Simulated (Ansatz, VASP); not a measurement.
## Al: VASP beside Ansatz

Contents of POSCAR:

```
Al
1.0
   -1.5912186900      1.5912186900      1.5912186900
    1.5912186900     -1.5912186900      1.5912186900
    1.5912186900      1.5912186900     -1.5912186900
Al
1
Direct
    0.0000000000      0.0000000000      0.0000000000
```

The input INCAR.step1:

```
SYSTEM = Al
PREC     = Accurate       ! precision mode
ENCUT    = 520            ! plane-wave cutoff, eV
EDIFF    = 1E-5           ! SCF threshold, eV
ISMEAR   = -1             ! smearing method
SIGMA    = 0.1            ! smearing width, eV
LREAL    = .False.        ! projectors in reciprocal space
LASPH    = .True.         ! aspherical terms in the spheres
NELM     = 60             ! most SCF steps
ALGO     = Normal         ! electronic algorithm
ISIF     = 2              ! what is computed and relaxed
LWAVE    = .True.         ! write WAVECAR
LCHARG   = .False.        ! write CHGCAR
NBANDS   = 8              ! bands
GGA      = PE             ! functional
```

File INCAR.step2:

```
SYSTEM = Al
PREC     = Accurate       ! precision mode
ENCUT    = 520            ! plane-wave cutoff, eV
EDIFF    = 1E-7           ! SCF threshold, eV
ISMEAR   = -1             ! smearing method
SIGMA    = 0.1            ! smearing width, eV
LREAL    = .False.        ! projectors in reciprocal space
LASPH    = .True.         ! aspherical terms in the spheres
NELM     = 60             ! most SCF steps
ALGO     = Normal         ! electronic algorithm
ISIF     = 2              ! what is computed and relaxed
LWAVE    = .False.        ! write WAVECAR
LCHARG   = .False.        ! write CHGCAR
GGA      = PE             ! functional
LHFCALC  = .True.         ! exact exchange
AEXX     = 0.25           ! exact-exchange fraction
HFSCREEN = 0.3            ! screening, 1/A
PRECFOCK = Normal       
NBANDS   = 8              ! bands
ISTART   = 1
```

The input KPOINTS:

```
regular mesh
0
Gamma
  7 7 7
  0 0 0
```

The input input.yaml:

```yaml
crystal:
  lattice:
    - [-1.59121869, 1.59121869, 1.59121869]
    - [1.59121869, -1.59121869, 1.59121869]
    - [1.59121869, 1.59121869, -1.59121869]
  atoms:
    - { symbol: Al, position: [0.0, 0.0, 0.0] }
hamiltonian:
  xc: { exchange: pbe, correlation: pbe, exx: { coeff: 0.25, omega: 0.3 } }
  pseudopotentials: { kind: paw, accuracy: standard }
kpoints:
  mp_grid: { grid: [7, 7, 7] }
scf:
  occupations: { method: fermi_dirac, width: 0.1 }
  n_extra_bands: 6
output:
  forces: true
  stress: true
  eigenvalues: true
  dos: { projected: true, de: 0.05 }
  write_density: true
  write_potential: true
  elf: true
  volumetric_format: npy
```

Alike in both runs: functional PBE-based screened hybrid; k mesh 7 × 7 × 7; occupations fermi-dirac, width 0.1 eV; no spin polarisation.

|  | VASP | Ansatz |
| --- | --- | --- |
| version | VASP 6.6.1 | Ansatz 0.2.0 |
| potentials or method | VASP PAW PBE potentials, release 64 (Al) | SSSP efficiency PAW |
| plane-wave cutoff (eV) | 520 | 408 |
| valence electrons in the cell | 3 | 3 |
| task | single point | projected density of states |

```csv
,VASP,Ansatz,Ansatz less VASP
gap on the k mesh at the Fermi level (eV),none,none,-
pressure (GPa),2.4,2.4,-0.02
```

VASP's potentials were made for PBE, not for PBE-based screened hybrid. A gap of «none» marks a metal or a gap that the smearing closes.

The k mesh is coarse, so the values compare programs but aren't converged.
